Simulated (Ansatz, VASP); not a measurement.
## Ru: VASP beside Ansatz

```
Ru
1.0
     2.67522    0.00000    0.00000
    -1.33761    2.31681    0.00000
     0.00000    0.00000    4.22445
Ru
2
Direct
  0.33333 0.66667 0.25000
  0.66667 0.33333 0.75000
```

Alike in both runs: functional LDA; k mesh 19 × 19 × 10; occupations fermi-dirac, width 0.1 eV; no spin polarisation.

Ansatz relaxed the structure, and its values are those at the end. VASP's run is a single point on that final structure, the one shown.

```csv
,VASP,Ansatz
version,VASP 6.6.1,Ansatz 0.2.0
potentials or method,"VASP PAW LDA potentials, release 64 (Ru_pv)","PAW with Ansatz's default frozen-core files, scalar-relativistic"
plane-wave cutoff (eV),520,420
valence electrons in the cell,28,32
```

```tsv
	VASP	Ansatz	Ansatz less VASP
pressure (GPa)	1.0	0.0	-1.01
```

LDA's correlation is that of Perdew and Zunger in VASP and of Perdew and Wang (1992) in Ansatz. VASP's potentials hold 28 valence electrons a cell and Ansatz's 32, so a difference there can come from the potentials and not from the codes.
